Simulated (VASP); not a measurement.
Input of a VASP 6.6.1 run:

File INCAR:

```
  ALGO = Normal
  EDIFF = 1E-7
  ENCUT = 520
  GGA = PE
  ISIF = 2
  ISMEAR = -1
  LASPH = True
  LCHARG = False
  LREAL = False
  LWAVE = False
  NBANDS = 31
  NELM = 100
  PREC = Accurate
  SIGMA = 0.1
```

Contents of KPOINTS:

```
k-points
0
Gamma
  8 8 5
```

Contents of POSCAR:

```
CsSF
1.0
    4.1037760000      0.0000000000      0.0000000000
    0.0000000000      4.1037760000      0.0000000000
    0.0000000000      0.0000000000      7.2865000000
F S Cs
2 2 2
Direct
    0.7500000000      0.2500000000      0.0000000000
    0.2500000000      0.7500000000      0.0000000000
    0.2500000000      0.2500000000      0.6487000000
    0.7500000000      0.7500000000      0.3513000000
    0.2500000000      0.2500000000      0.2296000000
    0.7500000000      0.7500000000      0.7704000000
```

Potentials or basis: VASP PAW PBE potentials, release 64 (F, S, Cs_sv).

The run is started by

```bash
$ cat potpaw_PBE.64/F/POTCAR potpaw_PBE.64/S/POTCAR potpaw_PBE.64/Cs_sv/POTCAR > POTCAR
$ mpirun -np 1 vasp_std > vasp.out
```

Question: Predict the largest force.

Answer: 0.829 eV/Å.

Question: What does it give for the band gap on the k mesh?

Answer: Zero (bands 22 and 23 overlap by 0.81 eV).

Question: Predict the pressure.

Answer: 10.9 GPa.

Stress tensor (GPa, compression positive):
```
11.36  0.00  0.00
 0.00 11.36  0.00
 0.00  0.00 10.14
```

Caveat: the cell stands under pressure; spin-orbit coupling is left out, which moves the levels of the heavy elements.
